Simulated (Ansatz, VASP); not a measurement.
# C: VASP beside Ansatz

```
C
1.0
     1.23248    0.71157    3.36094
    -1.23248    0.71157    3.36094
     0.00000   -1.42315    3.36094
C
2
Direct
  0.17036 0.17036 0.17036
  0.82964 0.82964 0.82964
```

Change from the starting cell: mode 4 frozen in at +0.038 Å, equal normal strain along x, y and z +0.0000.

Alike in both runs: task single point; functional PBE; dispersion D3(BJ); k mesh 15 × 15 × 15; occupations gaussian, width 0.05 eV; no spin polarisation.

|  | VASP | Ansatz |
| --- | --- | --- |
| version | VASP 6.6.1 | Ansatz 0.2.0 |
| potentials or method | VASP PAW PBE potentials, release 64 (C), cutoff 520 eV | scalar-relativistic, plane waves, PAW |
| valence electrons in the cell | 8 | 8 |

```csv
,VASP,Ansatz,Ansatz less VASP
gap on the k mesh at the Fermi level (eV),0.54,0.54,-0.001
least direct gap on the mesh (eV),0.54,0.54,-0.001
pressure (GPa),0.2,-0.3,-0.46
"traceless stress, the component that is largest in VASP (GPa)",-0.98,-0.45,+0.527
rms of the force components (eV/Å),0.725,0.728,+0.0026
```

Atom by atom the forces differ by 0.003 eV/Å (rms over components).
